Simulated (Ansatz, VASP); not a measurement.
V: VASP beside Ansatz

```
CELL_PARAMETERS angstrom
-1.46312 1.46312 1.46312
1.46312 -1.46312 1.46312
1.46312 1.46312 -1.46312
ATOMIC_POSITIONS crystal
V 0.00000 0.00000 0.00000
```

Alike in both runs: task single point; functional LDA; k mesh 15 × 15 × 15; occupations fermi-dirac, width 0.05 eV; non-collinear spin, spin-orbit coupling.

|  | VASP | Ansatz |
| --- | --- | --- |
| version | VASP 6.6.1 | Ansatz 0.2.0 |
| potentials or method | VASP PAW LDA potentials, release 64 (V_sv), cutoff 520 eV | plane waves (420 eV) with PAW, fully relativistic with spin-orbit coupling |
| valence electrons in the cell | 13 | 13 |

```csv
,VASP,Ansatz,Ansatz less VASP
net moment per atom (μB),0.00,0.00,-0.001
```

Ansatz warns that its potentials were made for another functional, while VASP's fit it. LDA's correlation is that of Perdew and Zunger in VASP and of Perdew and Wang (1992) in Ansatz. Ansatz's warnings: seeded moment not kept.
